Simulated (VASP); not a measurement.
KCl, 2 atoms in the cell. The structure is cubic, space group Pm-3m (No. 221). Conventional cell: a = 3.839 Å, b = 3.839 Å, c = 3.839 Å, α = 90.00°, β = 90.00°, γ = 90.00°. K (site symmetry m-3m) has 8 Cl at 3.32 Å and 6 K at 3.84 Å within 4.4 Å. Within 4.4 Å of Cl (site symmetry m-3m) lie 8 K at 3.32 Å and 6 Cl at 3.84 Å. 

* Program: VASP 6.6.1
* Task: single point
* Functional: LDA
* Potentials or basis: VASP PAW LDA potentials, release 64 (K_sv, Cl)
* Cutoff: 520 eV
* k mesh: 7 × 7 × 7
* Occupations: fermi-dirac, width 0.05 eV
* Spin: no spin polarisation
* Dipole correction: no
* Further INCAR settings: ALGO = Normal; EDIFF = 1e-07; NBANDS = 15

Potentials or basis: VASP PAW LDA potentials, release 64 (K_sv, Cl).

The run is started by

```sh
$ cat potpaw_LDA.64/K_sv/POTCAR potpaw_LDA.64/Cl/POTCAR > POTCAR
$ mpirun -np 1 vasp_std > vasp.out
```

Hardware: 1 thread of Intel(R) Xeon(R) 6975P-C (Granite Rapids), with other jobs on the host.

Estimate the wall time of this run.

Run time: 16 s on 1 thread of Intel(R) Xeon(R) 6975P-C (Granite Rapids), on a shared host, peak memory 0.15 GiB. Counts: scf iterations 13, k points 20.
